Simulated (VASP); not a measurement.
# Si (Cmmm) in VASP: notebook, part 2 of 3

VASP 6.6.1. The steps go on from the part before.

## Step 3: Single point, PBE

This run uses another cell than the first one, of 20.34 Å³/atom.

INCAR reads:

```
PREC = Accurate
ENCUT = 520
EDIFF = 1E-6
ISMEAR = 0
SIGMA = 0.1
LREAL = F
LASPH = T
NELM = 60
ALGO = Normal
ISIF = 2
LWAVE = F
LCHARG = F
GGA = PE
NBANDS = 21
```

KPOINTS reads:

```
Automatic mesh
0
Gamma
  4 4 4
```

POSCAR reads:

```
Si
1.0
    2.4972345292     -3.9228548296      0.0000000000
    2.4972345292      3.9228548296      0.0000000000
    0.0000000000      0.0000000000      6.2284022574
Si
6
Direct
    0.5000000000      0.5000000000      0.1871316985
    0.5000000000      0.5000000000      0.8128683015
    0.0000000000      0.5000000000      0.6907181089
    0.5000000000      0.0000000000      0.3092818911
    0.5000000000      0.0000000000      0.6907181089
    0.0000000000      0.5000000000      0.3092818911
```

Potentials or basis: VASP PAW PBE potentials, release 64 (Si).

The run is started by

```sh
$ cat potpaw_PBE.64/Si/POTCAR > POTCAR
$ mpirun -np 1 vasp_std > vasp.out
```

OUTCAR:

```text
PREC = Accurate
   ENCUT = 520
   EDIFF = 1E-6
   ISMEAR = 0
   LREAL = F
   LASPH = T
   NELM = 60
   ISIF = 2
   GGA = PE

 ion  position               nearest neighbor table
   1  0.500  0.500  0.187-   2 2.33   4 2.45   6 2.45   4 2.45   6 2.45
   2  0.500  0.500  0.813-   1 2.33   3 2.45   5 2.45   5 2.45   3 2.45
   3  0.000  0.500  0.691-   6 2.38   2 2.45   2 2.45   5 2.50   5 2.50
   4  0.500  0.000  0.309-   5 2.38   1 2.45   1 2.45   6 2.50   6 2.50
   5  0.500  0.000  0.691-   4 2.38   2 2.45   2 2.45   3 2.50   3 2.50
   6  0.000  0.500  0.309-   3 2.38   1 2.45   1 2.45   4 2.50   4 2.50

  LATTYP: Found a base centered orthorhombic cell.
 ALAT       =     4.9944690584
 B/A-ratio  =     1.5708796205
 C/A-ratio  =     1.2470599346

  Lattice vectors:

 A1 = (   2.4972345292,  -3.9228548296,   0.0000000000)
 A2 = (   2.4972345292,   3.9228548296,   0.0000000000)
 A3 = (   0.0000000000,   0.0000000000,   6.2284022574)

Analysis of symmetry for initial positions (statically):
=====================================================================
 Subroutine PRICEL returns:
 Original cell was already a primitive cell.

 Routine SETGRP: Setting up the symmetry group for a
[... 177 lines left out ...]
 fundamental gap:      0.0601059894
 Fermi energy:         5.8439095358

 k-point     1 :       0.0000    0.0000    0.0000
  band No.  band energies     occupation
      1      -6.7825      2.00000
      2      -4.3179      2.00000
      3      -2.0077      2.00000
      4      -0.2541      2.00000
      5       0.0931      2.00000
      6       1.4868      2.00000
[... 493 lines left out ...]
     20      10.8016      0.00000
     21      11.2174      0.00000

------------------------ aborting loop because EDIFF is reached ----------------------------------------

  FORCE on cell =-STRESS in cart. coord.  units (eV):
  Direction    XX          YY          ZZ          XY          YZ          ZX
  --------------------------------------------------------------------------------------
  -------------------------------------------------------------------------------------
  Total        0.0361618      0.1986518     -0.0048457      0.0000000      0.0000000      0.0000000
  in kB        0.4747801      2.6081639     -0.0636212      0.0000000      0.0000000      0.0000000
  external PRESSURE =       1.0064409 kB  Pullay stress =       0.0000000 kB

 VOLUME and BASIS-vectors are now :
 -----------------------------------------------------------------------------
  energy-cutoff  :      520.00
  volume of cell :      122.03
      direct lattice vectors                 reciprocal lattice vectors
     2.497234529 -3.922854830  0.000000000     0.200221483 -0.127458196  0.000000000
     2.497234529  3.922854830  0.000000000     0.200221483  0.127458196  0.000000000
     0.000000000  0.000000000  6.228402257     0.000000000  0.000000000  0.160554819

 POSITION                                       TOTAL-FORCE (eV/Angst)
 -----------------------------------------------------------------------------------
      2.49723      0.00000      1.16553        -0.000000      0.000000      0.008264
      2.49723      0.00000      5.06287        -0.000000      0.000000     -0.008264
      1.24862      1.96143      4.30207        -0.000000      0.000000     -0.003205
      1.24862     -1.96143      1.92633        -0.000000     -0.000000      0.003205
      1.24862     -1.96143      4.30207         0.000000      0.000000     -0.003205
      1.24862      1.96143      1.92633        -0.000000      0.000000      0.003205
 -----------------------------------------------------------------------------------
    total drift:                                0.000000     -0.000000     -0.000000

  FREE ENERGIE OF THE ION-ELECTRON SYSTEM (eV)
  ---------------------------------------------------
  free  energy   TOTEN  =       -29.4993540085 eV

  energy  without entropy=      -29.4857245475  energy(sigma->0) =      -29.49253928
```

OSZICAR:

```text
N       E                     dE             d eps       ncg     rms          rms(c)
DAV:   1     0.528187985978E+02    0.52819E+02   -0.93265E+03   882   0.943E+02
DAV:   2    -0.261396118242E+02   -0.78958E+02   -0.75864E+02  1111   0.142E+02
DAV:   3    -0.297932973822E+02   -0.36537E+01   -0.35774E+01  1154   0.278E+01
DAV:   4    -0.298510632803E+02   -0.57766E-01   -0.57650E-01  1149   0.427E+00
DAV:   5    -0.298521512646E+02   -0.10880E-02   -0.10878E-02  1119   0.564E-01    0.739E+00
DAV:   6    -0.295823178341E+02    0.26983E+00   -0.22827E-01  1055   0.202E+00    0.437E+00
DAV:   7    -0.294954205104E+02    0.86897E-01   -0.31253E-01  1052   0.234E+00    0.439E-01
DAV:   8    -0.294980293621E+02   -0.26089E-02   -0.33594E-02  1050   0.881E-01    0.261E-01
DAV:   9    -0.294988759427E+02   -0.84658E-03   -0.21627E-03  1072   0.229E-01    0.138E-01
DAV:  10    -0.294992470050E+02   -0.37106E-03   -0.40372E-04  1085   0.928E-02    0.453E-02
DAV:  11    -0.294993412573E+02   -0.94252E-04   -0.10961E-04  1053   0.497E-02    0.135E-02
DAV:  12    -0.294993515850E+02   -0.10328E-04   -0.13686E-05  1114   0.168E-02    0.616E-03
DAV:  13    -0.294993538024E+02   -0.22175E-05   -0.34701E-06  1045   0.840E-03    0.198E-03
DAV:  14    -0.294993540085E+02   -0.20603E-06   -0.18771E-07   745   0.212E-03
   1 F= -.29499354E+02 E0= -.29492539E+02  d E =-.136295E-01
```

Wall time 60 s (1 thread of Intel Xeon Platinum 8488C (Sapphire Rapids), shared host); peak memory 0.23 GiB.

Results:

```
Free energy            : -29.4994 eV
Pressure               : 0.1 GPa
Largest force          : 0.008 eV/Å
Band gap on the k mesh : zero (bands 12 and 13 overlap by 2.82 eV)
```

Forces on the atoms (eV/Å):
```
Si   0.000  0.000  0.008
Si   0.000  0.000 -0.008
Si   0.000  0.000 -0.003
Si   0.000  0.000  0.003
Si   0.000  0.000 -0.003
Si   0.000  0.000  0.003
```

Caveat: the k points lie up to 0.37 Å⁻¹ apart, too coarse for converged energies and pressures of a metal.

(Continued in part 3 of 3.)
